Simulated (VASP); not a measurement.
# Os (Fm-3m) in VASP: further runs

Os is run at these levels: HSE06; tasks: single point.

Everything below comes from runs of VASP 6.6.1. Logs are shortened: lines on timing, memory, paths and dates and some standing lists are left out, and cuts for length are marked.

## 1. The cell of the first run

Symmetry: Fm-3m, No. 225, cubic system. Conventional cell: a = 3.834 Å, b = 3.834 Å, c = 3.834 Å, α = 90.00°, β = 90.00°, γ = 90.00°. Within 3.6 Å of Os (site symmetry m-3m) lie 12 Os at 2.71 Å.

This isn't the form of Os at room conditions, which is hcp.

## 2. Single point, HSE06

POSCAR reads:

```
Os
1.0
    0.0000000000      1.9170465896      1.9170465896
    1.9170465896      0.0000000000      1.9170465896
    1.9170465896      1.9170465896      0.0000000000
Os
1
Direct
    0.0000000000      0.0000000000      0.0000000000
```

INCAR.step1 reads:

```
SYSTEM = Os
ALGO = Normal
EDIFF = 1E-5
ENCUT = 520
GGA = PE
ISIF = 2
ISMEAR = -1
LASPH = .TRUE.
LCHARG = .FALSE.
LREAL = .FALSE.
LWAVE = .TRUE.
NBANDS = 10
NELM = 60
PREC = Accurate
SIGMA = 0.1
```

INCAR.step2 reads:

```
SYSTEM = Os
ALGO = Normal
EDIFF = 1E-6
ENCUT = 520
GGA = PE
HFSCREEN = 0.2079
ISIF = 2
ISMEAR = -1
ISTART = 1
LASPH = .TRUE.
LCHARG = .FALSE.
LHFCALC = .TRUE.
LREAL = .FALSE.
LWAVE = .FALSE.
NBANDS = 10
NELM = 60
PREC = Accurate
PRECFOCK = Normal
SIGMA = 0.1
```

KPOINTS reads:

```
k-points
0
G
  6 6 6
  0 0 0
```

Potentials or basis: VASP PAW PBE potentials, release 64 (Os).

The run is started by

```
> cat potpaw_PBE.64/Os/POTCAR > POTCAR
> cp INCAR.step1 INCAR
> mpirun -np 1 vasp_std > vasp.out
> cp INCAR.step2 INCAR
> mpirun -np 1 vasp_std > vasp.out
```

OUTCAR:

```text
SYSTEM = Os
   EDIFF = 1E-6
   ENCUT = 520
   GGA = PE
   HFSCREEN = 0.2079
   ISIF = 2
   ISMEAR = -1
   ISTART = 1
   LASPH = .TRUE.
   LHFCALC = .TRUE.
   LREAL = .FALSE.
   NELM = 60
   PREC = Accurate
   PRECFOCK = Normal

 ion  position               nearest neighbor table
   1  0.000  0.000  0.000-

  LATTYP: Found a face centered cubic cell.
 ALAT       =     3.8340931792

  Lattice vectors:

 A1 = (   0.0000000000,   1.9170465896,   1.9170465896)
 A2 = (   1.9170465896,   0.0000000000,   1.9170465896)
 A3 = (   1.9170465896,   1.9170465896,   0.0000000000)

Analysis of symmetry for initial positions (statically):
=====================================================================
 Subroutine PRICEL returns:
 Original cell was already a primitive cell.

 Routine SETGRP: Setting up the symmetry group for a
 face centered cubic supercell.

 Subroutine GETGRP returns: Found 48 space group operations
 (whereof 48 operations were pure point group operations)
 out of a pool of 48 trial point group operations.

The static configuration has the point symmetry O_h .

Analysis of symmetry for dynamics (positions and initial velocities):
=====================================================================
 Subroutine PRICEL returns:
 Original cell was already a primitive cell.

 Routine SETGRP: Setting up the symmetry group for a
 face centered cubic supercell.

 Subroutine GETGRP returns: Found 48 space group operations
 (whereof 48 operations were pure point group operations)
 out of a pool of 48 trial point group operations.

The dynamic configuration has the point symmetry O_h .

 Subroutine INISYM returns: Found 48 space group operations
 (whereof 48 operations are pure point group operations),
 and found     1 'primitive' translations

----------------------------------------------------------------------------------------

                                     Primitive cell

  volume of cell :      14.0906

  direct lattice vectors                    reciprocal lattice vectors
     0.000000000  1.917046590  1.917046590    -0.260817866  0.260817866  0.260817866
     1.917046590  0.000000000  1.917046590     0.260817866 -0.260817866  0.260817866
     1.917046590  1.917046590  0.000000000     0.260817866  0.260817866 -0.260817866

  length of vectors
     2.711113287  2.711113287  2.711113287     0.451749795  0.451749795  0.451749795

  position of ions in fractional coordinates (direct lattice)
     0.000000000  0.000000000  0.000000000

  ion indices of the primitive-cell ions
   primitive index   ion index
                 1           1

----------------------------------------------------------------------------------------

 KPOINTS: k-points

Automatic generation of k-mesh.
 Grid dimensions read from file:
 generate k-points for:    6    6    6

 Generating k-lattice:

  Cartesian coordinates                     Fractional coordinates (reciprocal lattice)
    -0.043469644  0.043469644  0.043469644     0.166666667  0.000000000  0.000000000
     0.043469644 -0.043469644  0.043469644     0.000000000  0.166666667  0.000000000
     0.043469644  0.043469644 -0.043469644     0.000000000  0.000000000  0.166666667

  Length of vectors
     0.075291632  0.075291632  0.075291632

  Shift w.r.t. Gamma in fractional coordinates (k-lattice)
     0.000000000  0.000000000  0.000000000

 Subroutine IBZKPT returns following result:
 ===========================================

 Found     16 irreducible k-points:

 Following reciprocal coordinates:
            Coordinates               Weight
  0.000000  0.000000  0.000000      1.000000
  0.166667  0.000000  0.000000      8.000000
  0.333333  0.000000  0.000000      8.000000
  0.500000  0.000000  0.000000      4.000000
  0.166667  0.166667  0.000000      6.000000
  0.333333  0.166667  0.000000     24.000000
[... 8 lines left out ...]
 -0.333333  0.333333  0.166667     24.000000
 -0.333333  0.500000  0.166667     12.000000
   k-points           NKPTS =     16   k-points in BZ     NKDIM =    216   number of bands    NBANDS=     10
   number of dos      NEDOS =    301   number of ions     NIONS =      1
   total plane-waves  NPLWV =   8000
   dimension x,y,z NGX =    20 NGY =   20 NGZ =   20
   dimension x,y,z NGXF=    40 NGYF=   40 NGZF=   40
   ions per type =               1
   NGX,Y,Z   is equivalent  to a cutoff of  12.26, 12.26, 12.26 a.u.
   NGXF,Y,Z  is equivalent  to a cutoff of  24.53, 24.53, 24.53 a.u.
 SYSTEM =  Os
   PREC   = accura    normal or accurate (medium, high low for compatibility)
   ISTART =      1    job   : 0-new  1-cont  2-samecut
   ICHARG =      0    charge: 1-file 2-atom 10-const
   ISPIN  =      1    spin polarized calculation?
   LNONCOLLINEAR =      F non collinear calculations
   LSORBIT =      F    spin-orbit coupling
   LASPH  =      T    aspherical Exc in radial PAW
   ENCUT  =  520.0 eV  38.22 Ry    6.18 a.u.   5.04  5.04  5.04*2*pi/ulx,y,z
   NELM   =     60;   NELMIN=  2; NELMDL=  0     # of ELM steps
   EDIFF  = 0.1E-05   stopping-criterion for ELM
   LREAL  =      F    real-space projection
   EDIFFG = 0.1E-04   stopping-criterion for IOM
   NSW    =      0    number of steps for IOM
   IBRION =     -1    ionic relax: 0-MD 1-quasi-New 2-CG
   NFREE  =      0    steps in history (QN), initial steepest desc. (CG)
   ISIF   =      2    stress and relaxation
   ISYM   =      3    0-nonsym 1-usesym 2-fastsym
   POTIM  = 0.5000    time-step for ionic-motion
   TEBEG  =    0.0;   TEEND  =   0.0 temperature during run
   PSTRESS=    0.0 pullay stress
   NELECT =       8.0000    total number of electrons
   NUPDOWN=      -1.0000    fix difference up-down
   EMIN   =  10.00;   EMAX   =-10.00  energy-range for DOS
   EFERMI =   0.00;   METHOD = LEGACY
   ISMEAR =    -1;   SIGMA  =   0.10  broadening in eV -4-tet -1-fermi 0-gaus
   EFERMI_NEDOS =   21; number of points for ismear=-14 and -15
   IALGO  =     38    algorithm
   IMIX   =      1    mixing-type and parameters
     AMIX     =   0.40;   BMIX     =  1.00
     AMIX_MAG =   1.60;   BMIX_MAG =  1.00
  volume/ion in A,a.u.               =      14.09        95.09
  Fermi-wavevector in a.u.,A,eV,Ry     =   1.355591  2.561696 25.002450  1.837628
  Thomas-Fermi vector in A             =   2.482666
   LORBIT       =      0    0 simple, 1 ext, 2 COOP (PROOUT), +10 PAW based schemes
   GGA     = PE    functional components
   LHFCALC =     T    Hartree Fock is set to
   PRECFOCK=normal    Normal, Fast or Accurate (Low or Medium for compatibility)
   ENCUT4O =  -1.0   cutoff for four orbital integrals eV
   NKREDX  =     1    reduce k-point grid by
   NKREDY  =     1    reduce k-point grid by
   NKREDZ  =     1    reduce k-point grid by
   AEXX    =    0.2500 exact exchange contribution
   HFSCREEN=    0.2079 screening length (either q_TF or 0.3 A-1)
   HFSCREENC=   0.2079 screening length for correlation (either q_TF or 0.3 A-1)
   ENCUTFOCK=  -1.0 apply spherical cutoff to Coloumb kernel
   IVDW    =     0    specifies the selected vdW correction
   LEPSILON=     F    determine dielectric tensor
   LRPA    =     F    only Hartree local field effects (RPA)
 non-spin polarized calculation
  energy-cutoff  :      520.00
  volume of cell :       14.09
 maximum number of plane-waves:       392
  NGX = 16; NGY = 16; NGZ = 16

 number of electron       8.0000000 magnetization

 Free energy of the ion-electron system (eV)
  ---------------------------------------------------
  ext. energy  EPLUGINS =         0.00000000
  ---------------------------------------------------
  free energy    TOTEN  =       -12.78074645 eV

  energy without entropy =      -12.76986499  energy(sigma->0) =      -12.77530572

 E-fermi :   9.1264     XC(G=0): -11.3867

 val. band max:        8.9234747756   @ k =  -0.3333   0.5000   0.1667
 cond. band min:       9.3452037560   @ k =   0.1667   0.1667   0.0000
 fundamental gap:      0.4217289804
 Fermi energy:         9.1263919790

 k-point     1 :       0.0000    0.0000    0.0000
  band No.  band energies     occupation
      1      -3.0394      2.00000
      2       5.4950      2.00000
      3       5.4950      2.00000
      4       5.4950      2.00000
      5       8.6569      1.98189
      6       8.6569      1.98189
      7      24.2016      0.00000
      8      30.3088      0.00000
      9      30.3088      0.00000
     10      30.3088      0.00000

 k-point     2 :       0.1667    0.0000    0.0000
  band No.  band energies     occupation
      1      -1.7200      2.00000
      2       4.8734      2.00000
      3       5.9898      2.00000
      4       5.9898      2.00000
      5       8.5228      1.99523
      6       8.5228      1.99523
      7      25.9746      0.00000
      8      26.9439      0.00000
      9      32.5697      0.00000
     10      32.5697      0.00000

 k-point     3 :       0.3333    0.0000    0.0000
  band No.  band energies     occupation
      1       0.1985      2.00000
      2       5.6088      2.00000
      3       5.6088      2.00000
      4       5.7376      2.00000
      5      10.2549      0.00003
      6      10.2549      0.00003
      7      22.2439      0.00000
      8      26.1693      0.00000
      9      33.9932      0.00000
     10      33.9932      0.00000

 k-point     4 :       0.5000    0.0000    0.0000
  band No.  band energies     occupation
      1       0.3205      2.00000
      2       5.1629      2.00000
      3       5.1629      2.00000
      4       8.4860      1.99670
      5      11.8098      0.00000
      6      11.8098      0.00000
      7      18.9641      0.00000
      8      23.7577      0.00000
      9      30.6485      0.00000
     10      30.6485      0.00000
[... 118 lines left out ...]
 k-point    14 :       0.5000    0.3333    0.1667
  band No.  band energies     occupation
      1       2.3674      2.00000
      2       3.1106      2.00000
      3       4.4250      2.00000
      4       8.5514      1.99365
      5       9.9870      0.00037
      6      14.0375      0.00000
      7      22.6053      0.00000
      8      25.3355      0.00000
      9      27.8429      0.00000
     10      34.0812      0.00000

 k-point    15 :      -0.3333    0.3333    0.1667
  band No.  band energies     occupation
      1       2.8924      2.00000
      2       3.0359      2.00000
      3       4.8720      2.00000
      4       7.7698      2.00000
      5      11.4868      0.00000
      6      17.8090      0.00000
      7      17.9112      0.00000
      8      24.8925      0.00000
      9      26.3942      0.00000
     10      32.4410      0.00000

 k-point    16 :      -0.3333    0.5000    0.1667
  band No.  band energies     occupation
      1       1.6475      2.00000
      2       2.5502      2.00000
      3       6.3757      2.00000
      4       8.9235      1.76765
      5      12.6368      0.00000
      6      17.7736      0.00000
      7      19.7570      0.00000
      8      21.4572      0.00000
      9      24.7105      0.00000
     10      36.7986      0.00000

------------------------ aborting loop because EDIFF is reached ----------------------------------------

  FORCE on cell =-STRESS in cart. coord.  units (eV):
  Direction    XX          YY          ZZ          XY          YZ          ZX
  --------------------------------------------------------------------------------------
  -------------------------------------------------------------------------------------
  Total       -0.4020545     -0.4020545     -0.4020545      0.0000000      0.0000000      0.0000000
  in kB      -45.7159208    -45.7159208    -45.7159208      0.0000000      0.0000000      0.0000000
  external PRESSURE =     -45.7159208 kB  Pullay stress =       0.0000000 kB

 VOLUME and BASIS-vectors are now :
 -----------------------------------------------------------------------------
  energy-cutoff  :      520.00
  volume of cell :       14.09
      direct lattice vectors                 reciprocal lattice vectors
     0.000000000  1.917046590  1.917046590    -0.260817866  0.260817866  0.260817866
     1.917046590  0.000000000  1.917046590     0.260817866 -0.260817866  0.260817866
     1.917046590  1.917046590  0.000000000     0.260817866  0.260817866 -0.260817866

 POSITION                                       TOTAL-FORCE (eV/Angst)
 -----------------------------------------------------------------------------------
      0.00000      0.00000      0.00000        -0.000000     -0.000000      0.000000
 -----------------------------------------------------------------------------------
    total drift:                                0.000021      0.000009      0.000016

  FREE ENERGIE OF THE ION-ELECTRON SYSTEM (eV)
  ---------------------------------------------------
  free  energy   TOTEN  =       -12.7807464498 eV

  energy  without entropy=      -12.7698649907  energy(sigma->0) =      -12.77530572
```

Wall time 11 min (1 thread of Oxide Virtual Turin-like, shared host); peak memory 0.2 GiB.

What came out:

| Property | Result |
| --- | --- |
| Free energy | -12.7807 eV |
| Pressure | -4.6 GPa |
| Band gap on the k mesh | zero (bands 4 and 5 overlap by 4.42 eV) |

Levels at points of the mesh, in eV from the Fermi level:
| k point | band 1 | band 2 | band 3 | band 4 | band 5 | band 6 | band 7 | band 8 |
| --- | --- | --- | --- | --- | --- | --- | --- | --- |
| (0.00, 0.00, 0.00) | -12.17 | -3.63 | -3.63 | -3.63 | -0.47 | -0.47 | 15.08 | 21.18 |
| (0.50, 0.00, 0.00) | -8.81 | -3.96 | -3.96 | -0.64 | 2.68 | 2.68 | 9.84 | 14.63 |
| (0.50, 0.50, 0.00) | -8.79 | -7.94 | 2.18 | 2.38 | 3.49 | 3.49 | 13.06 | 13.06 |

Caveat: the k points lie up to 0.47 Å⁻¹ apart, too coarse for converged energies and pressures of a metal; the PAW data sets were made with another functional, which shifts forces and pressure a little; spin-orbit coupling is left out, which moves the levels of the heavy elements.

[end of part 1 of 2]

The gap in the log of VASP goes by the Fermi energy; the results here count the filled bands.